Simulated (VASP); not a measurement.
# Rb (Pmmm) in VASP: single point with PBEsol

Aim: the single point of Rb with PBEsol.

All numbers are computed with VASP 6.6.1; they aren't measurements. Logs are shortened: lines on timing, memory, paths and dates and some standing lists are left out, and cuts for length are marked.

**1. The cell of the first run**

The typed cell holds 1 atom: a = 4.627 Å, b = 4.623 Å, c = 4.615 Å, α = 90.00°, β = 90.00°, γ = 90.00°.

**2. Single point, PBEsol**

INCAR reads:

```
SYSTEM = Rb
PREC = Accurate ; ENCUT = 520
EDIFF = 1E-6 ; ISMEAR = 0
SIGMA = 0.1 ; LREAL = .False.
LASPH = .True. ; NELM = 100
ALGO = Fast ; ISIF = 2
LWAVE = .False. ; LCHARG = .True.
GGA = PS ; LELF = .True.
LVHAR = .True. ; NBANDS = 10
```

KPOINTS reads:

```
regular mesh
0
Gamma
  12 12 12
  0 0 0
```

POSCAR reads:

```
Rb
1.0
    4.6274306414      0.0000000000      0.0000000000
    0.0000000000      4.6230488382      0.0000000000
    0.0000000000      0.0000000000      4.6152495299
Rb
1
Direct
    0.0000000000      0.5000000000      0.0000000000
```

Potentials or basis: VASP PAW PBE potentials, release 64 (Rb_sv).

Run with:

```console
$ cat potpaw_PBE.64/Rb_sv/POTCAR > POTCAR
$ mpirun -np 1 vasp_std > vasp.out
```

OUTCAR:

```text
SYSTEM = Rb
   PREC = Accurate
   ENCUT = 520
   EDIFF = 1E-6
   ISMEAR = 0
   LREAL = .False.
   LASPH = .True.
   NELM = 100
   ISIF = 2
   GGA = PS

 ion  position               nearest neighbor table
   1  0.000  0.500  0.000-

  LATTYP: Found a simple orthorhombic cell.
 ALAT       =     4.6152495299
 B/A-ratio  =     1.0016898996
 C/A-ratio  =     1.0026393181

  Lattice vectors:

 A1 = (   0.0000000000,   0.0000000000,  -4.6152495299)
 A2 = (   0.0000000000,   4.6230488382,   0.0000000000)
 A3 = (   4.6274306414,   0.0000000000,   0.0000000000)

Analysis of symmetry for initial positions (statically):
=====================================================================
 Subroutine PRICEL returns:
 Original cell was already a primitive cell.

 Routine SETGRP: Setting up the symmetry group for a
 simple orthorhombic supercell.

 Subroutine GETGRP returns: Found  8 space group operations
 (whereof  8 operations were pure point group operations)
 out of a pool of  8 trial point group operations.

The static configuration has the point symmetry D_2h.

Analysis of symmetry for dynamics (positions and initial velocities):
=====================================================================
 Subroutine PRICEL returns:
 Original cell was already a primitive cell.

 Routine SETGRP: Setting up the symmetry group for a
 simple orthorhombic supercell.

 Subroutine GETGRP returns: Found  8 space group operations
 (whereof  8 operations were pure point group operations)
 out of a pool of  8 trial point group operations.

The dynamic configuration has the point symmetry D_2h.

 Subroutine INISYM returns: Found  8 space group operations
 (whereof  8 operations are pure point group operations),
 and found     1 'primitive' translations

----------------------------------------------------------------------------------------

                                     Primitive cell

  volume of cell :      98.7333

  direct lattice vectors                    reciprocal lattice vectors
     4.627430641  0.000000000  0.000000000     0.216102645  0.000000000  0.000000000
     0.000000000  4.623048838  0.000000000     0.000000000  0.216307470  0.000000000
     0.000000000  0.000000000  4.615249530     0.000000000  0.000000000  0.216673008

  length of vectors
     4.627430641  4.623048838  4.615249530     0.216102645  0.216307470  0.216673008

  position of ions in fractional coordinates (direct lattice)
     0.000000000  0.500000000  0.000000000

  ion indices of the primitive-cell ions
   primitive index   ion index
                 1           1

----------------------------------------------------------------------------------------

 KPOINTS: regular mesh

Automatic generation of k-mesh.
 Grid dimensions read from file:
 generate k-points for:   12   12   12

 Generating k-lattice:

  Cartesian coordinates                     Fractional coordinates (reciprocal lattice)
     0.018008554  0.000000000  0.000000000     0.083333333  0.000000000  0.000000000
     0.000000000  0.018025623  0.000000000     0.000000000  0.083333333  0.000000000
     0.000000000  0.000000000  0.018056084     0.000000000  0.000000000  0.083333333

  Length of vectors
     0.018008554  0.018025623  0.018056084

  Shift w.r.t. Gamma in fractional coordinates (k-lattice)
     0.000000000  0.000000000  0.000000000

 Subroutine IBZKPT returns following result:
 ===========================================

 Found    343 irreducible k-points:

 Following reciprocal coordinates:
            Coordinates               Weight
  0.000000  0.000000  0.000000      1.000000
  0.083333  0.000000  0.000000      2.000000
  0.166667  0.000000  0.000000      2.000000
  0.250000  0.000000  0.000000      2.000000
  0.333333  0.000000  0.000000      2.000000
  0.416667  0.000000  0.000000      2.000000
[... 16 lines left out ...]
  0.083333  0.250000  0.000000      4.000000
  0.166667  0.250000  0.000000      4.000000
 [... further k-points ...]
   k-points           NKPTS =    343   k-points in BZ     NKDIM =    343   number of bands    NBANDS=     10
   number of dos      NEDOS =    301   number of ions     NIONS =      1
   total plane-waves  NPLWV =  46656
   dimension x,y,z NGX =    36 NGY =   36 NGZ =   36
   dimension x,y,z NGXF=    72 NGYF=   72 NGZF=   72
   ions per type =               1
   NGX,Y,Z   is equivalent  to a cutoff of  12.93, 12.95, 12.97 a.u.
   NGXF,Y,Z  is equivalent  to a cutoff of  25.87, 25.89, 25.94 a.u.
 SYSTEM =  Rb
   PREC   = accura    normal or accurate (medium, high low for compatibility)
   ISTART =      0    job   : 0-new  1-cont  2-samecut
   ICHARG =      2    charge: 1-file 2-atom 10-const
   ISPIN  =      1    spin polarized calculation?
   LNONCOLLINEAR =      F non collinear calculations
   LSORBIT =      F    spin-orbit coupling
   LASPH  =      T    aspherical Exc in radial PAW
   ENCUT  =  520.0 eV  38.22 Ry    6.18 a.u.   8.60  8.60  8.58*2*pi/ulx,y,z
   NELM   =    100;   NELMIN=  2; NELMDL= -5     # of ELM steps
   EDIFF  = 0.1E-05   stopping-criterion for ELM
   LREAL  =      F    real-space projection
   EDIFFG = 0.1E-04   stopping-criterion for IOM
   NSW    =      0    number of steps for IOM
   IBRION =     -1    ionic relax: 0-MD 1-quasi-New 2-CG
   NFREE  =      0    steps in history (QN), initial steepest desc. (CG)
   ISIF   =      2    stress and relaxation
   ISYM   =      2    0-nonsym 1-usesym 2-fastsym
   POTIM  = 0.5000    time-step for ionic-motion
   TEBEG  =    0.0;   TEEND  =   0.0 temperature during run
   PSTRESS=    0.0 pullay stress
   NELECT =       9.0000    total number of electrons
   NUPDOWN=      -1.0000    fix difference up-down
   EMIN   =  10.00;   EMAX   =-10.00  energy-range for DOS
   EFERMI =   0.00;   METHOD = LEGACY
   ISMEAR =     0;   SIGMA  =   0.10  broadening in eV -4-tet -1-fermi 0-gaus
   EFERMI_NEDOS =   21; number of points for ismear=-14 and -15
   IALGO  =     68    algorithm
   IMIX   =      4    mixing-type and parameters
     AMIX     =   0.40;   BMIX     =  1.00
     AMIX_MAG =   1.60;   BMIX_MAG =  1.00
  volume/ion in A,a.u.               =      98.73       666.29
  Fermi-wavevector in a.u.,A,eV,Ry     =   0.736774  1.392302  7.385737  0.542836
  Thomas-Fermi vector in A             =   1.830295
   LORBIT       =      0    0 simple, 1 ext, 2 COOP (PROOUT), +10 PAW based schemes
   GGA     = PS    functional components
   LHFCALC =     F    Hartree Fock is set to
   AEXX    =    0.0000 exact exchange contribution
   IVDW    =     0    specifies the selected vdW correction
   LEPSILON=     F    determine dielectric tensor
   LRPA    =     F    only Hartree local field effects (RPA)
 non-spin polarized calculation
 RMM-DIIS sequential band-by-band and
 Gauss-broadening in eV      SIGMA  =   0.10
  energy-cutoff  :      520.00
  volume of cell :       98.73
 maximum number of plane-waves:      2680
 NGX is ok and might be reduce to    36
   NGX = 17   NGY = 17   NGZ = 17

 number of electron       9.0000000 magnetization

 Free energy of the ion-electron system (eV)
  ---------------------------------------------------
  ext. energy  EPLUGINS =         0.00000000
  ---------------------------------------------------
  free energy    TOTEN  =        -0.92588484 eV

  energy without entropy =       -0.92064262  energy(sigma->0) =       -0.92326373

 E-fermi :  -0.2078     XC(G=0):  -5.3133

 val. band max:       -0.2190910484   @ k =   0.2500   0.2500   0.3333
 cond. band min:      -0.1869624991   @ k =   0.4167   0.2500   0.0833
 fundamental gap:      0.0321285493
 Fermi energy:        -0.2078037997

 k-point     1 :       0.0000    0.0000    0.0000
  band No.  band energies     occupation
      1     -29.2416      2.00000
      2     -13.2787      2.00000
      3     -13.2784      2.00000
      4     -13.2777      2.00000
      5      -2.0766      2.00000
      6       2.1171      0.00000
      7       2.1223      0.00000
      8       5.4509      0.00000
      9       5.4656      0.00000
     10       5.4872      0.00000

 k-point     2 :       0.0833    0.0000    0.0000
  band No.  band energies     occupation
      1     -29.2413      2.00000
      2     -13.2868      2.00000
      3     -13.2777      2.00000
      4     -13.2771      2.00000
      5      -2.0160      2.00000
      6       2.0848      0.00000
      7       2.1516      0.00000
      8       5.0910      0.00000
      9       5.1074      0.00000
     10       5.1703      0.00000

 k-point     3 :       0.1667    0.0000    0.0000
  band No.  band energies     occupation
      1     -29.2406      2.00000
      2     -13.3086      2.00000
      3     -13.2759      2.00000
      4     -13.2752      2.00000
      5      -1.8374      2.00000
      6       1.9325      0.00000
      7       2.2373      0.00000
      8       4.6879      0.00000
      9       4.7024      0.00000
     10       4.8327      0.00000

 k-point     4 :       0.2500    0.0000    0.0000
  band No.  band energies     occupation
      1     -29.2395      2.00000
      2     -13.3381      2.00000
      3     -13.2734      2.00000
      4     -13.2727      2.00000
      5      -1.5507      2.00000
      6       1.5796      0.00000
      7       2.3665      0.00000
      8       4.3476      0.00000
      9       4.3615      0.00000
     10       4.8268      0.00000
[... 222 lines left out ...]
 k-point    22 :       0.0000    0.2500    0.0000
  band No.  band energies     occupation
      1     -29.2395      2.00000
      2     -13.3383      2.00000
      3     -13.2737      2.00000
      4     -13.2727      2.00000
      5      -1.5495      2.00000
      6       1.5848      0.00000
      7       2.3662      0.00000
      8       4.3395      0.00000
      9       4.3612      0.00000
     10       4.8300      0.00000

 k-point    23 :       0.0833    0.2500    0.0000
  band No.  band energies     occupation
      1     -29.2392      2.00000
      2     -13.3375      2.00000
      3     -13.2815      2.00000
      4     -13.2720      2.00000
      5      -1.4908      2.00000
      6       1.6238      0.00000
      7       2.3509      0.00000
      8       3.9943      0.00000
      9       4.3749      0.00000
     10       5.1151      0.00000

 k-point    24 :       0.1667    0.2500    0.0000
  band No.  band energies     occupation
      1     -29.2384      2.00000
      2     -13.3352      2.00000
      3     -13.3028      2.00000
      4     -13.2702      2.00000
      5      -1.3185      2.00000
      6       1.7358      0.00000
      7       2.2366      0.00000
      8       3.5776      0.00000
      9       4.4032      0.00000
     10       5.1510      0.00000

 [... further k-points ...]
[... 5 lines left out ...]
  --------------------------------------------------------------------------------------
  -------------------------------------------------------------------------------------
  Total       -0.0768434     -0.0735414     -0.0676520      0.0000000      0.0000000      0.0000000
  in kB       -1.2469636     -1.1933801     -1.0978114      0.0000000      0.0000000      0.0000000
  external PRESSURE =      -1.1793850 kB  Pullay stress =       0.0000000 kB

 VOLUME and BASIS-vectors are now :
 -----------------------------------------------------------------------------
  energy-cutoff  :      520.00
  volume of cell :       98.73
      direct lattice vectors                 reciprocal lattice vectors
     4.627430641  0.000000000  0.000000000     0.216102645  0.000000000  0.000000000
     0.000000000  4.623048838  0.000000000     0.000000000  0.216307470  0.000000000
     0.000000000  0.000000000  4.615249530     0.000000000  0.000000000  0.216673008

 POSITION                                       TOTAL-FORCE (eV/Angst)
 -----------------------------------------------------------------------------------
      0.00000      2.31152      0.00000         0.000000      0.000000      0.000000
 -----------------------------------------------------------------------------------
    total drift:                                0.000000      0.000000     -0.000000

  FREE ENERGIE OF THE ION-ELECTRON SYSTEM (eV)
  ---------------------------------------------------
  free  energy   TOTEN  =        -0.9258848397 eV

  energy  without entropy=       -0.9206426240  energy(sigma->0) =       -0.92326373
```

Wall time 2.8 min (1 thread of Intel Xeon Platinum 8488C (Sapphire Rapids), shared host); peak memory 0.44 GiB.

What came out:

```yaml
Free_energy: -0.9259 eV
Pressure: -0.1 GPa
```

Levels at points of the mesh, in eV from the Fermi level:
| k point | band 1 | band 2 | band 3 | band 4 | band 5 | band 6 | band 7 | band 8 | band 9 |
| --- | --- | --- | --- | --- | --- | --- | --- | --- | --- |
| (0.00, 0.00, 0.00) | -29.03 | -13.07 | -13.07 | -13.07 | -1.87 | 2.32 | 2.33 | 5.66 | 5.67 |
| (0.50, 0.00, 0.00) | -29.03 | -13.19 | -13.06 | -13.06 | -0.17 | 0.32 | 2.90 | 4.09 | 4.10 |
| (0.00, 0.50, 0.00) | -29.03 | -13.19 | -13.06 | -13.06 | -0.17 | 0.32 | 2.90 | 4.08 | 4.10 |
| (0.50, 0.50, 0.00) | -29.03 | -13.17 | -13.17 | -13.05 | 0.85 | 1.64 | 2.08 | 2.08 | 4.57 |
| (0.00, 0.00, 0.50) | -29.03 | -13.19 | -13.06 | -13.06 | -0.16 | 0.33 | 2.90 | 4.07 | 4.08 |
| (0.50, 0.00, 0.50) | -29.03 | -13.18 | -13.17 | -13.05 | 0.85 | 1.65 | 2.08 | 2.08 | 4.55 |
| (0.00, 0.50, 0.50) | -29.03 | -13.18 | -13.17 | -13.05 | 0.85 | 1.65 | 2.09 | 2.09 | 4.55 |
| (0.50, 0.50, 0.50) | -29.02 | -13.16 | -13.16 | -13.16 | 1.83 | 1.83 | 1.84 | 3.65 | 4.05 |

Caveat: the PAW data sets were made with another functional, which shifts forces and pressure a little.
